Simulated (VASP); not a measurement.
# Zr (Fm-3m) in VASP: notebook, part 2 of 2

VASP 6.6.1. The steps go on from the part before.

### Step 5. Single point, PBE, collinear spin (23.11 Å³/atom)

This run uses another cell than the first one, of 23.11 Å³/atom.

Input file INCAR:

```
  ALGO = Normal
  EDIFF = 1E-6
  ENCUT = 520
  GGA = PE
  ISIF = 2
  ISMEAR = -1
  ISPIN = 2
  LASPH = T
  LCHARG = T
  LELF = T
  LMAXMIX = 4
  LORBIT = 11
  LREAL = F
  LVHAR = T
  LWAVE = F
  MAGMOM = 1
  NBANDS = 16
  NELM = 150
  PREC = Accurate
  SIGMA = 0.05
```

Input file KPOINTS:

```
k-points
0
Gamma
  14 14 14
```

Input file POSCAR:

```
Zr
1.0
    0.0000000000      2.2609290331      2.2609290331
    2.2609290331      0.0000000000      2.2609290331
    2.2609290331      2.2609290331      0.0000000000
Zr
1
Direct
    0.0000000000      0.0000000000      0.0000000000
```

Started as:

```sh
$ cat potpaw_PBE.64/Zr_sv/POTCAR > POTCAR
$ mpirun -np 1 vasp_std > vasp.out
```

Run time: 83 s. Hardware: 1 thread of Intel Xeon 8259CL, shared host; peak memory 0.19 GiB.

The run converged. Its results:

- Free energy: -8.4865 eV
- Pressure: 0.4 GPa
- Band gap on the k mesh: zero (filled and empty bands overlap)
- Net moment: 0.00 μB per cell
- Valence electrons inside the program's atomic spheres: Zr 9.84

Levels at points of the mesh, in eV from the Fermi level:
Spin up:
```
           k point  band 3  band 4  band 5  band 6  band 7  band 8  band 9  band 10
(0.00, 0.00, 0.00)  -26.19  -26.19   -5.56    0.99    0.99    0.99    3.42     3.42
(0.50, 0.00, 0.00)  -26.32  -26.32   -2.95    0.81    0.81    1.14    5.22     5.22
(0.50, 0.50, 0.00)  -26.54  -26.54   -2.99   -2.20    3.04    5.22    5.73     5.73
```
Spin down:
```
           k point  band 3  band 4  band 5  band 6  band 7  band 8  band 9  band 10
(0.00, 0.00, 0.00)  -26.19  -26.19   -5.56    0.99    0.99    0.99    3.42     3.42
(0.50, 0.00, 0.00)  -26.32  -26.32   -2.95    0.81    0.81    1.14    5.22     5.22
(0.50, 0.50, 0.00)  -26.54  -26.54   -2.99   -2.19    3.04    5.22    5.73     5.73
```

### Step 6. Single point, PBE, collinear spin (24.04 Å³/atom)

This run uses another cell than the first one, of 24.04 Å³/atom.

Input file INCAR:

```
PREC     = Accurate       # precision mode
ENCUT    = 520            # plane-wave cutoff, eV
EDIFF    = 1E-7           # SCF threshold, eV
ISMEAR   = -1             # smearing method
SIGMA    = 0.05           # smearing width, eV
LREAL    = F              # projectors in reciprocal space
LASPH    = T              # aspherical terms in the spheres
NELM     = 150            # most SCF steps
ALGO     = Normal         # electronic algorithm
ISIF     = 2              # what is computed and relaxed
LWAVE    = F              # write WAVECAR
LCHARG   = F              # write CHGCAR
ISPIN    = 2              # spin polarisation
MAGMOM   = 1              # initial moments
LORBIT   = 11             # projections on sites
LMAXMIX  = 4              # l up to which the mixer works
GGA      = PE             # functional
NBANDS   = 16             # bands
```

Input file KPOINTS:

```
Automatic mesh
0
Gamma
  14 14 14
```

Input file POSCAR:

```
Zr
1.0
    0.0000000000      2.2906815113      2.2906815113
    2.2906815113      0.0000000000      2.2906815113
    2.2906815113      2.2906815113      0.0000000000
Zr
1
Direct
    0.0000000000      0.0000000000      0.0000000000
```

Potentials or basis: VASP PAW PBE potentials, release 64 (Zr_sv).

Started as:

```sh
$ cat potpaw_PBE.64/Zr_sv/POTCAR > POTCAR
$ mpirun -np 1 vasp_std > vasp.out
```

OUTCAR:

```text
PREC = Accurate
   ENCUT = 520
   EDIFF = 1E-7
   ISMEAR = -1
   LREAL = F
   LASPH = T
   NELM = 150
   ISIF = 2
   ISPIN = 2
   LORBIT = 11
   GGA = PE

 ion  position               nearest neighbor table
   1  0.000  0.000  0.000-

  LATTYP: Found a face centered cubic cell.
 ALAT       =     4.5813630226

  Lattice vectors:

 A1 = (   0.0000000000,   2.2906815113,   2.2906815113)
 A2 = (   2.2906815113,   0.0000000000,   2.2906815113)
 A3 = (   2.2906815113,   2.2906815113,   0.0000000000)

Analysis of symmetry for initial positions (statically):
=====================================================================
 Subroutine PRICEL returns:
 Original cell was already a primitive cell.

 Routine SETGRP: Setting up the symmetry group for a
 face centered cubic supercell.

 Subroutine GETGRP returns: Found 48 space group operations
 (whereof 48 operations were pure point group operations)
 out of a pool of 48 trial point group operations.

The static configuration has the point symmetry O_h .

Analysis of symmetry for dynamics (positions and initial velocities):
=====================================================================
 Subroutine PRICEL returns:
 Original cell was already a primitive cell.

 Routine SETGRP: Setting up the symmetry group for a
 face centered cubic supercell.

 Subroutine GETGRP returns: Found 48 space group operations
 (whereof 48 operations were pure point group operations)
 out of a pool of 48 trial point group operations.

The dynamic configuration has the point symmetry O_h .

Analysis of structural, dynamic, and magnetic symmetry:
=====================================================================
 Subroutine PRICEL returns:
 Original cell was already a primitive cell.

 Routine SETGRP: Setting up the symmetry group for a
 face centered cubic supercell.

 Subroutine GETGRP returns: Found 48 space group operations
[... 133 lines left out ...]
  energy-cutoff  :      520.00
  volume of cell :       24.04
 maximum number of plane-waves:       659
   NGX = 13   NGY = 13   NGZ = 13

 number of electron      12.0000000 magnetization      -0.0005896

 number of electron      12.0000000 magnetization       0.0003882

 Free energy of the ion-electron system (eV)
  ---------------------------------------------------
  ext. energy  EPLUGINS =         0.00000000
  ---------------------------------------------------
  free energy    TOTEN  =        -8.47902021 eV

  energy without entropy =       -8.46513077  energy(sigma->0) =       -8.47207549

 E-fermi :   8.5227     XC(G=0): -10.9380

 val. band max:        8.5141918823   @ k =  -0.2857   0.3571   0.0714
 cond. band min:       8.5233276123   @ k =   0.2857   0.0000   0.0000
 fundamental gap:      0.0091357300
 Fermi energy:         8.5227208283

 spin component 1

 k-point     1 :       0.0000    0.0000    0.0000
  band No.  band energies     occupation
      1     -40.2376      1.00000
      2     -17.7960      1.00000
      3     -17.7960      1.00000
      4     -17.7960      1.00000
      5       3.0416      1.00000
      6       9.5026      0.00000
[... 435 lines left out ...]
      5       4.9883      1.00000
      6       8.0959      0.99980
[... 8 lines left out ...]
     15      27.8514      0.00000
     16      27.9634      0.00000

 [... further k-points ...]

 spin component 2

 k-point     1 :       0.0000    0.0000    0.0000
  band No.  band energies     occupation
      1     -40.2374      1.00000
      2     -17.7958      1.00000
      3     -17.7958      1.00000
      4     -17.7958      1.00000
      5       3.0419      1.00000
      6       9.5029      0.00000
[... 435 lines left out ...]
      5       4.9886      1.00000
      6       8.0962      0.99980
[... 8 lines left out ...]
     15      27.8516      0.00000
     16      27.9636      0.00000

 [... further k-points ...]

------------------------ aborting loop because EDIFF is reached ----------------------------------------

  FORCE on cell =-STRESS in cart. coord.  units (eV):
  Direction    XX          YY          ZZ          XY          YZ          ZX
  --------------------------------------------------------------------------------------
  -------------------------------------------------------------------------------------
  Total       -0.4529339     -0.4529339     -0.4529339     -0.0000000      0.0000000      0.0000000
  in kB      -30.1870952    -30.1870952    -30.1870952     -0.0000000      0.0000000      0.0000000
  external PRESSURE =     -30.1870952 kB  Pullay stress =       0.0000000 kB

 VOLUME and BASIS-vectors are now :
 -----------------------------------------------------------------------------
  energy-cutoff  :      520.00
  volume of cell :       24.04
      direct lattice vectors                 reciprocal lattice vectors
     0.000000000  2.290681511  2.290681511    -0.218275652  0.218275652  0.218275652
     2.290681511  0.000000000  2.290681511     0.218275652 -0.218275652  0.218275652
     2.290681511  2.290681511  0.000000000     0.218275652  0.218275652 -0.218275652

 POSITION                                       TOTAL-FORCE (eV/Angst)
 -----------------------------------------------------------------------------------
      0.00000      0.00000      0.00000         0.000000      0.000000      0.000000
 -----------------------------------------------------------------------------------
    total drift:                                0.000000      0.000000      0.000000

  FREE ENERGIE OF THE ION-ELECTRON SYSTEM (eV)
  ---------------------------------------------------
  free  energy   TOTEN  =        -8.4790202114 eV

  energy  without entropy=       -8.4651307689  energy(sigma->0) =       -8.47207549

 total charge

# of ion       s       p       d       tot
------------------------------------------
    1        2.224   5.955   1.610   9.788

 magnetization (x)

# of ion       s       p       d       tot
------------------------------------------
    1        0.000   0.000   0.000   0.000
```

OSZICAR:

```text
N       E                     dE             d eps       ncg     rms          rms(c)
DAV:   1     0.869510748171E+02    0.86951E+02   -0.62335E+03  6688   0.710E+02
DAV:   2    -0.605662488032E+01   -0.93008E+02   -0.89519E+02  8496   0.221E+02
DAV:   3    -0.868060174756E+01   -0.26240E+01   -0.26034E+01  8912   0.313E+01
DAV:   4    -0.871750565568E+01   -0.36904E-01   -0.36893E-01  8608   0.340E+00
DAV:   5    -0.871853442934E+01   -0.10288E-02   -0.10288E-02  8744   0.397E-01    0.101E+01
DAV:   6    -0.852111757567E+01    0.19742E+00   -0.28163E-01  7600   0.433E+00    0.384E+00
DAV:   7    -0.846843373678E+01    0.52684E-01   -0.14426E-01  8088   0.284E+00    0.183E+00
DAV:   8    -0.847762497692E+01   -0.91912E-02   -0.15124E-02  8232   0.918E-01    0.807E-01
DAV:   9    -0.847834316296E+01   -0.71819E-03   -0.12704E-03  8040   0.310E-01    0.349E-01
DAV:  10    -0.847899679830E+01   -0.65364E-03   -0.15138E-03  7512   0.347E-01    0.411E-02
DAV:  11    -0.847902106297E+01   -0.24265E-04   -0.74425E-05  8208   0.667E-02    0.140E-02
DAV:  12    -0.847902009547E+01    0.96749E-06   -0.45150E-06  8352   0.176E-02    0.854E-03
DAV:  13    -0.847902024544E+01   -0.14997E-06   -0.12315E-06  8584   0.928E-03    0.291E-03
DAV:  14    -0.847902021138E+01    0.34059E-07   -0.12010E-07  7376   0.240E-03
   1 F= -.84790202E+01 E0= -.84720755E+01  d E =-.138894E-01  mag=     0.0000
```

It took 60 s on 1 thread of Intel Xeon 8259CL, shared host; peak memory 0.19 GiB.

Results:

| Property | Result |
| --- | --- |
| Free energy | -8.4790 eV |
| Pressure | -3.0 GPa |
| Band gap on the k mesh | zero (filled and empty bands overlap) |
| Net moment | 0.00 μB per cell |
| Valence electrons inside the program's atomic spheres | Zr 9.79 |

Levels at points of the mesh, in eV from the Fermi level:
Spin up:
| k point | band 2 | band 3 | band 4 | band 5 | band 6 | band 7 | band 8 | band 9 | band 10 | band 11 |
| --- | --- | --- | --- | --- | --- | --- | --- | --- | --- | --- |
| (0.00, 0.00, 0.00) | -26.32 | -26.32 | -26.32 | -5.48 | 0.98 | 0.98 | 0.98 | 3.29 | 3.29 | 10.44 |
| (0.50, 0.00, 0.00) | -27.18 | -26.43 | -26.43 | -2.85 | 0.81 | 0.81 | 1.00 | 4.99 | 4.99 | 9.14 |
| (0.50, 0.50, 0.00) | -27.13 | -26.63 | -26.63 | -2.84 | -2.06 | 2.83 | 4.99 | 5.47 | 5.47 | 9.55 |
Spin down:
| k point | band 4 | band 5 | band 6 | band 7 | band 8 | band 9 |
| --- | --- | --- | --- | --- | --- | --- |
| (0.00, 0.00, 0.00) | -26.32 | -5.48 | 0.98 | 0.98 | 0.98 | 3.29 |
| (0.50, 0.00, 0.00) | -26.43 | -2.85 | 0.81 | 0.81 | 1.00 | 4.99 |
| (0.50, 0.50, 0.00) | -26.63 | -2.84 | -2.06 | 2.83 | 4.99 | 5.47 |

Caveat: the cell stands under tension.

### Step 7. Summary

| cell | gap on the mesh (eV) | pressure (GPa) | moment (μB) |
| --- | --- | --- | --- |
| a = 3.064 Å, angles 60.0°, 1 atom | none | 14.7 | 0.00 |
| a = 3.110 Å, angles 60.0°, 1 atom | none | 9.1 | 0.00 |
| a = 3.154 Å, angles 60.0°, 1 atom | none | 4.4 | 0.00 |
| a = 3.197 Å, angles 60.0°, 1 atom | none | 0.4 | 0.00 |
| a = 3.240 Å, angles 60.0°, 1 atom | none | -3.0 | 0.00 |

Alike in all rows: task single point; level PBE; potentials or basis VASP PAW PBE potentials, release 64 (Zr_sv); spin collinear; k mesh 14 × 14 × 14; cutoff (eV) 520; smearing fermi-dirac 0.05 eV.

Caveats: the cell stands under pressure (at least some runs); the cell stands under tension (at least some runs).

Total energies depend on the potentials used, so only differences within one code and one set of settings carry meaning.

The gap in the log of VASP goes by the Fermi energy; the results here count the filled bands.